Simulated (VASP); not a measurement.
NaCl, 2 atoms in the cell. Symmetry: Pm-3m, No. 221, cubic system. The conventional cell has a = 2.898 Å, b = 2.898 Å, c = 2.898 Å, α = 90.00°, β = 90.00°, γ = 90.00°. Na (site symmetry m-3m) has 8 Cl at 2.51 Å and 6 Na at 2.90 Å within 3.3 Å. Within 3.3 Å of Cl (site symmetry m-3m) lie 8 Na at 2.51 Å and 6 Cl at 2.90 Å. 

- Program: VASP 6.6.1
- Task: electric field gradients
- Functional: PBE
- Potentials or basis: VASP PAW PBE potentials, release 64 (Na_pv, Cl)
- Cutoff: 400 eV
- k mesh: 8 × 8 × 8
- Occupations: fermi-dirac, width 0.02 eV
- Spin: no spin polarisation
- Dipole correction: no
- Further INCAR settings: ALGO = Normal; EDIFF = 1e-08; NBANDS = 14

Potentials or basis: VASP PAW PBE potentials, release 64 (Na_pv, Cl).

Command:

```bash
$ cat potpaw_PBE.64/Na_pv/POTCAR potpaw_PBE.64/Cl/POTCAR > POTCAR
$ mpirun -np 1 vasp_std > vasp.out
```

Hardware: 1 thread of AMD EPYC 7571 (shared host).

Problem. Estimate the wall time of this run.

Solution. Run time: 20 s on 1 thread of AMD EPYC 7571, with other jobs on the host, peak memory 0.09 GiB. Counts: scf iterations 15, k points 35.
